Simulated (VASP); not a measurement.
# GaN (F-43m) in VASP: notebook

GaN is run at these levels: PBE, revPBE+D4, PBEsol+D4; tasks: single point, relaxation of cell and atoms.

Everything below comes from runs of VASP 6.6.1. Logs are shortened: lines on timing, memory, paths and dates and some standing lists are left out, and cuts for length are marked.

## 1. The cell of the first run

It takes space group F-43m (No. 216, cubic). Conventional cell: a = 4.507 Å, b = 4.507 Å, c = 4.507 Å, α = 90.00°, β = 90.00°, γ = 90.00°. Within 2.6 Å of Ga (site symmetry -43m) lie 4 N at 1.95 Å. N (site symmetry -43m) has 4 Ga at 1.95 Å within 2.6 Å.

## 2. Single point, PBE

The input, INCAR:

```
ALGO = Normal
EDIFF = 1E-6
ENCUT = 520
GGA = PE
ISIF = 2
ISMEAR = 0
LASPH = T
LCHARG = F
LREAL = F
LWAVE = F
NBANDS = 16
NELM = 60
PREC = Accurate
SIGMA = 0.019000000000000003
```

The input, KPOINTS:

```
k-points
0
Gamma
  10 10 10
```

The input, POSCAR:

```
GaN
1.0
    0.0000000000      2.2535006075      2.2535006075
    2.2535006075      0.0000000000      2.2535006075
    2.2535006075      2.2535006075      0.0000000000
Ga N
1 1
Direct
    0.0000000000      0.0000000000      0.0000000000
    0.2500000000      0.2500000000      0.2500000000
```

Potentials or basis: VASP PAW PBE potentials, release 64 (Ga_d, N).

Command:

```console
$ cat potpaw_PBE.64/Ga_d/POTCAR potpaw_PBE.64/N/POTCAR > POTCAR
$ mpirun -np 1 vasp_std > vasp.out
```

OUTCAR:

```text
EDIFF = 1E-6
   ENCUT = 520
   GGA = PE
   ISIF = 2
   ISMEAR = 0
   LASPH = T
   LREAL = F
   NELM = 60
   PREC = Accurate

 ion  position               nearest neighbor table
   1  0.000  0.000  0.000-   2 1.95   2 1.95   2 1.95   2 1.95
   2  0.250  0.250  0.250-   1 1.95   1 1.95   1 1.95   1 1.95

  LATTYP: Found a face centered cubic cell.
 ALAT       =     4.5070012150

  Lattice vectors:

 A1 = (   0.0000000000,   2.2535006075,   2.2535006075)
 A2 = (   2.2535006075,   0.0000000000,   2.2535006075)
 A3 = (   2.2535006075,   2.2535006075,   0.0000000000)

Analysis of symmetry for initial positions (statically):
=====================================================================
 Subroutine PRICEL returns:
 Original cell was already a primitive cell.

 Routine SETGRP: Setting up the symmetry group for a
 face centered cubic supercell.

 Subroutine GETGRP returns: Found 24 space group operations
 (whereof 24 operations were pure point group operations)
 out of a pool of 48 trial point group operations.

The static configuration has the point symmetry T_d .

Analysis of symmetry for dynamics (positions and initial velocities):
=====================================================================
 Subroutine PRICEL returns:
 Original cell was already a primitive cell.

 Routine SETGRP: Setting up the symmetry group for a
 face centered cubic supercell.

 Subroutine GETGRP returns: Found 24 space group operations
 (whereof 24 operations were pure point group operations)
 out of a pool of 48 trial point group operations.

The dynamic configuration has the point symmetry T_d .

 Subroutine INISYM returns: Found 24 space group operations
 (whereof 24 operations are pure point group operations),
 and found     1 'primitive' translations

----------------------------------------------------------------------------------------

                                     Primitive cell

  volume of cell :      22.8877

  direct lattice vectors                    reciprocal lattice vectors
     0.000000000  2.253500607  2.253500607    -0.221877020  0.221877020  0.221877020
     2.253500607  0.000000000  2.253500607     0.221877020 -0.221877020  0.221877020
[... 75 lines left out ...]
 SYSTEM =  unknown system
   PREC   = accura    normal or accurate (medium, high low for compatibility)
   ISTART =      0    job   : 0-new  1-cont  2-samecut
   ICHARG =      2    charge: 1-file 2-atom 10-const
   ISPIN  =      1    spin polarized calculation?
   LNONCOLLINEAR =      F non collinear calculations
   LSORBIT =      F    spin-orbit coupling
   LASPH  =      T    aspherical Exc in radial PAW
   ENCUT  =  520.0 eV  38.22 Ry    6.18 a.u.   5.93  5.93  5.93*2*pi/ulx,y,z
   NELM   =     60;   NELMIN=  2; NELMDL= -5     # of ELM steps
   EDIFF  = 0.1E-05   stopping-criterion for ELM
   LREAL  =      F    real-space projection
   EDIFFG = 0.1E-04   stopping-criterion for IOM
   NSW    =      0    number of steps for IOM
   IBRION =     -1    ionic relax: 0-MD 1-quasi-New 2-CG
   NFREE  =      0    steps in history (QN), initial steepest desc. (CG)
   ISIF   =      2    stress and relaxation
   ISYM   =      2    0-nonsym 1-usesym 2-fastsym
   POTIM  = 0.5000    time-step for ionic-motion
   TEBEG  =    0.0;   TEEND  =   0.0 temperature during run
   PSTRESS=    0.0 pullay stress
   NELECT =      18.0000    total number of electrons
   NUPDOWN=      -1.0000    fix difference up-down
   EMIN   =  10.00;   EMAX   =-10.00  energy-range for DOS
   EFERMI =   0.00;   METHOD = LEGACY
   ISMEAR =     0;   SIGMA  =   0.02  broadening in eV -4-tet -1-fermi 0-gaus
   EFERMI_NEDOS =   21; number of points for ismear=-14 and -15
   IALGO  =     38    algorithm
   IMIX   =      4    mixing-type and parameters
     AMIX     =   0.40;   BMIX     =  1.00
     AMIX_MAG =   1.60;   BMIX_MAG =  1.00
  volume/ion in A,a.u.               =      11.44        77.23
  Fermi-wavevector in a.u.,A,eV,Ry     =   1.511117  2.855596 31.068543  2.283473
  Thomas-Fermi vector in A             =   2.621216
   LORBIT       =      0    0 simple, 1 ext, 2 COOP (PROOUT), +10 PAW based schemes
   GGA     = PE    functional components
   LHFCALC =     F    Hartree Fock is set to
   AEXX    =    0.0000 exact exchange contribution
   IVDW    =     0    specifies the selected vdW correction
   LEPSILON=     F    determine dielectric tensor
   LRPA    =     F    only Hartree local field effects (RPA)
 non-spin polarized calculation
 Gauss-broadening in eV      SIGMA  =   0.02
  energy-cutoff  :      520.00
  volume of cell :       22.89
 maximum number of plane-waves:       636
   NGX = 11   NGY = 11   NGZ = 11

 number of electron      18.0000004 magnetization

 Free energy of the ion-electron system (eV)
  ---------------------------------------------------
  ext. energy  EPLUGINS =         0.00000000
  ---------------------------------------------------
  free energy    TOTEN  =       -12.14320721 eV

  energy without entropy =      -12.14320721  energy(sigma->0) =      -12.14320721

 E-fermi :   5.4780     XC(G=0): -11.6669

 val. band max:        5.2811952844   @ k =   0.0000   0.0000   0.0000
 cond. band min:       7.0056103275   @ k =   0.0000   0.0000   0.0000
 fundamental gap:      1.7244150430
 Fermi energy:         5.4780176076

 k-point     1 :       0.0000    0.0000    0.0000
  band No.  band energies     occupation
      1     -10.6523      2.00000
      2      -8.1604      2.00000
      3      -8.1604      2.00000
      4      -8.1604      2.00000
      5      -7.8407      2.00000
      6      -7.8407      2.00000
[... 433 lines left out ...]
      3      -7.9364      2.00000
      4      -7.9359      2.00000
      5      -7.7803      2.00000
      6      -6.9184      2.00000
[... 8 lines left out ...]
     15      27.5927      0.00000
     16      27.7094      0.00000

 [... further k-points ...]
[... 5 lines left out ...]
  --------------------------------------------------------------------------------------
  -------------------------------------------------------------------------------------
  Total        0.7277652      0.7277652      0.7277652      0.0000000      0.0000000      0.0000000
  in kB       50.9446785     50.9446785     50.9446785      0.0000000      0.0000000      0.0000000
  external PRESSURE =      50.9446785 kB  Pullay stress =       0.0000000 kB

 VOLUME and BASIS-vectors are now :
 -----------------------------------------------------------------------------
  energy-cutoff  :      520.00
  volume of cell :       22.89
      direct lattice vectors                 reciprocal lattice vectors
     0.000000000  2.253500607  2.253500607    -0.221877020  0.221877020  0.221877020
     2.253500607  0.000000000  2.253500607     0.221877020 -0.221877020  0.221877020
     2.253500607  2.253500607  0.000000000     0.221877020  0.221877020 -0.221877020

 POSITION                                       TOTAL-FORCE (eV/Angst)
 -----------------------------------------------------------------------------------
      0.00000      0.00000      0.00000        -0.000000     -0.000000     -0.000000
      1.12675      1.12675      1.12675         0.000000      0.000000      0.000000
 -----------------------------------------------------------------------------------
    total drift:                                0.000002      0.000002      0.000002

  FREE ENERGIE OF THE ION-ELECTRON SYSTEM (eV)
  ---------------------------------------------------
  free  energy   TOTEN  =       -12.1432072070 eV

  energy  without entropy=      -12.1432072070  energy(sigma->0) =      -12.14320721
```

OSZICAR:

```text
N       E                     dE             d eps       ncg     rms          rms(c)
DAV:   1     0.781542207743E+02    0.78154E+02   -0.93209E+03  1696   0.201E+03
DAV:   2    -0.861578030261E+01   -0.86770E+02   -0.81220E+02  1688   0.322E+02
DAV:   3    -0.140857856887E+02   -0.54700E+01   -0.54457E+01  1792   0.696E+01
DAV:   4    -0.141430386315E+02   -0.57253E-01   -0.57247E-01  1880   0.763E+00
DAV:   5    -0.141437961209E+02   -0.75749E-03   -0.75749E-03  1816   0.772E-01    0.772E+00
DAV:   6    -0.121423174683E+02    0.20015E+01   -0.49121E+00  2280   0.397E+01    0.268E+00
DAV:   7    -0.121508278854E+02   -0.85104E-02   -0.31945E-01  1600   0.658E+00    0.177E+00
DAV:   8    -0.121471608479E+02    0.36670E-02   -0.57898E-02  1776   0.326E+00    0.794E-01
DAV:   9    -0.121429381854E+02    0.42227E-02   -0.14295E-02  2272   0.272E+00    0.201E-01
DAV:  10    -0.121433030900E+02   -0.36490E-03   -0.15172E-03  1696   0.537E-01    0.994E-02
DAV:  11    -0.121432021217E+02    0.10097E-03   -0.28811E-04  2248   0.260E-01    0.824E-03
DAV:  12    -0.121432074632E+02   -0.53415E-05   -0.30802E-05  1672   0.526E-02    0.106E-02
DAV:  13    -0.121432072070E+02    0.25620E-06   -0.65021E-07  1320   0.142E-02
   1 F= -.12143207E+02 E0= -.12143207E+02  d E =-.799698E-51
```

Run time: 12 s. Hardware: 1 thread of Intel Xeon Platinum 8488C (Sapphire Rapids), shared host; peak memory 0.14 GiB.

Results:

```yaml
Free_energy: -12.1432 eV
Pressure: 5.1 GPa
Band_gap_on_the_k_mesh: 1.72 eV, direct
```

Levels at points of the mesh, in eV from the valence-band top:
| k point | band 7 | band 8 | band 9 | band 10 | band 11 | band 12 |
| --- | --- | --- | --- | --- | --- | --- |
| (0.00, 0.00, 0.00) | 0.00 | 0.00 | 0.00 | 1.72 | 10.30 | 10.30 |
| (0.50, 0.00, 0.00) | -7.04 | -0.97 | -0.97 | 4.64 | 8.73 | 10.37 |
| (0.50, 0.50, 0.00) | -6.12 | -2.70 | -2.70 | 3.35 | 6.66 | 11.71 |

## 3. Single point, revPBE+D4

This run uses another cell than the first one, of 11.22 Å³/atom, 0.980 times its volume.

The input, INCAR:

```
PREC = Accurate ; ENCUT = 520
EDIFF = 1E-6 ; ISMEAR = -1
SIGMA = 0.05 ; LREAL = F
LASPH = T ; NELM = 60
ALGO = Normal ; ISIF = 2
LWAVE = F ; LCHARG = F
GGA = RE ; IVDW = 13
NBANDS = 16
```

The input, KPOINTS:

```
Automatic mesh
0
Gamma
  10 10 10
```

The input, POSCAR:

```
GaN
1.0
    0.0000000000      2.2386576365      2.2386576365
    2.2386576365      0.0000000000      2.2386576365
    2.2386576365      2.2386576365      0.0000000000
Ga N
1 1
Direct
    0.0000000000      0.0000000000      0.0000000000
    0.2500000000      0.2500000000      0.2500000000
```

Potentials or basis: VASP PAW PBE potentials, release 64 (Ga_d, N).

Command:

```console
$ cat potpaw_PBE.64/Ga_d/POTCAR potpaw_PBE.64/N/POTCAR > POTCAR
$ mpirun -np 1 vasp_std > vasp.out
```

OUTCAR:

```text
PREC = Accurate
   ENCUT = 520
   EDIFF = 1E-6
   ISMEAR = -1
   LREAL = F
   LASPH = T
   NELM = 60
   ISIF = 2
   GGA = RE
   IVDW = 13

 ion  position               nearest neighbor table
   1  0.000  0.000  0.000-   2 1.94   2 1.94   2 1.94   2 1.94
   2  0.250  0.250  0.250-   1 1.94   1 1.94   1 1.94   1 1.94

  LATTYP: Found a face centered cubic cell.
 ALAT       =     4.4773152730

  Lattice vectors:

 A1 = (   0.0000000000,   2.2386576365,   2.2386576365)
 A2 = (   2.2386576365,   0.0000000000,   2.2386576365)
[... 641 lines left out ...]

  DFT-D4 for vdW energy calculation

  Edisp (eV):   -1.47899

  FORCE on cell =-STRESS in cart. coord.  units (eV):
  Direction    XX          YY          ZZ          XY          YZ          ZX
  --------------------------------------------------------------------------------------
  -------------------------------------------------------------------------------------
  Total      -0.00191    -0.00191    -0.00191     0.00000     0.00000     0.00000
  in kB      -0.13623    -0.13623    -0.13623     0.00000     0.00000     0.00000
  external pressure =       -0.14 kB  Pullay stress =        0.00 kB

 VOLUME and BASIS-vectors are now :
 -----------------------------------------------------------------------------
  energy-cutoff  :      520.00
  volume of cell :       22.44
      direct lattice vectors                 reciprocal lattice vectors
     0.000000000  2.238657637  2.238657637    -0.223348131  0.223348131  0.223348131
     2.238657637  0.000000000  2.238657637     0.223348131 -0.223348131  0.223348131
     2.238657637  2.238657637  0.000000000     0.223348131  0.223348131 -0.223348131

 POSITION                                       TOTAL-FORCE (eV/Angst)
 -----------------------------------------------------------------------------------
      0.00000      0.00000      0.00000        -0.000000     -0.000000     -0.000000
      1.11933      1.11933      1.11933         0.000000      0.000000      0.000000
 -----------------------------------------------------------------------------------
    total drift:                                0.000001      0.000001      0.000001

  FREE ENERGIE OF THE ION-ELECTRON SYSTEM (eV)
  ---------------------------------------------------
  free  energy   TOTEN  =       -12.8881528011 eV

  energy  without entropy=      -12.8881528011  energy(sigma->0) =      -12.88815280
```

OSZICAR:

```text
N       E                     dE             d eps       ncg     rms          rms(c)
DAV:   1     0.838179383903E+02    0.83818E+02   -0.94054E+03  1688   0.203E+03
DAV:   2    -0.743523890324E+01   -0.91253E+02   -0.84909E+02  1752   0.339E+02
DAV:   3    -0.133418480617E+02   -0.59066E+01   -0.58815E+01  1704   0.714E+01
DAV:   4    -0.134081204043E+02   -0.66272E-01   -0.66257E-01  1928   0.799E+00
DAV:   5    -0.134090254307E+02   -0.90503E-03   -0.90502E-03  1760   0.835E-01    0.777E+00
DAV:   6    -0.113970330230E+02    0.20120E+01   -0.47502E+00  2296   0.397E+01    0.270E+00
DAV:   7    -0.114118979452E+02   -0.14865E-01   -0.33109E-01  1632   0.636E+00    0.180E+00
DAV:   8    -0.114125631617E+02   -0.66522E-03   -0.48958E-02  1712   0.332E+00    0.719E-01
DAV:   9    -0.114088069366E+02    0.37562E-02   -0.13786E-02  2264   0.283E+00    0.182E-01
DAV:  10    -0.114092721393E+02   -0.46520E-03   -0.17540E-03  1712   0.624E-01    0.909E-02
DAV:  11    -0.114091548758E+02    0.11726E-03   -0.34432E-04  2160   0.279E-01    0.142E-02
DAV:  12    -0.114091640594E+02   -0.91836E-05   -0.40912E-05  1768   0.608E-02    0.148E-02
DAV:  13    -0.114091636378E+02    0.42161E-06   -0.12000E-06  1648   0.165E-02
   1 F= -.12888153E+02 E0= -.12888153E+02  d E =-.744005E-10
```

stdout:

```text
POSCAR found type information on POSCAR GaN
 POSCAR found :  2 types and       2 ions
 scaLAPACK will be used
 -----------------------------------------------------------------------------
|                                                                             |
|                                                                             |
|     You enforced a specific xc type in the INCAR file but a different       |
|     I HOPE YOU KNOW WHAT YOU ARE DOING!                                     |
|                                                                             |
 -----------------------------------------------------------------------------

 LDA part: xc-table for (Slater+PW92), standard interpolation
 POSCAR, INCAR and KPOINTS ok, starting setup
 FFT: planning ... GRIDC
 FFT: planning ... GRID_SOFT
 FFT: planning ... GRID
 WAVECAR not read
 entering main loop
```

It took 12 s on 1 thread of Intel Xeon Platinum 8488C (Sapphire Rapids), shared host; peak memory 0.15 GiB.

Results:

```
Free energy                : -12.8882 eV
Pressure                   : 0.0 GPa
Band gap on the k mesh     : 1.89 eV, direct
Dispersion energy per atom : -0.739 eV
```

Levels at points of the mesh, in eV from the valence-band top:
| k point | band 5 | band 6 | band 7 | band 8 | band 9 | band 10 | band 11 | band 12 | band 13 | band 14 |
| --- | --- | --- | --- | --- | --- | --- | --- | --- | --- | --- |
| (0.00, 0.00, 0.00) | -13.12 | -13.12 | 0.00 | 0.00 | 0.00 | 1.89 | 10.48 | 10.48 | 10.48 | 18.00 |
| (0.50, 0.00, 0.00) | -13.07 | -11.89 | -7.14 | -0.99 | -0.99 | 4.84 | 8.89 | 10.52 | 10.52 | 15.91 |
| (0.50, 0.50, 0.00) | -13.04 | -11.48 | -6.18 | -2.76 | -2.76 | 3.40 | 6.85 | 11.95 | 14.26 | 14.26 |

Caveat: the PAW data sets were made with another functional, which shifts forces and pressure a little.

(Part 1 of 2 ends here.)
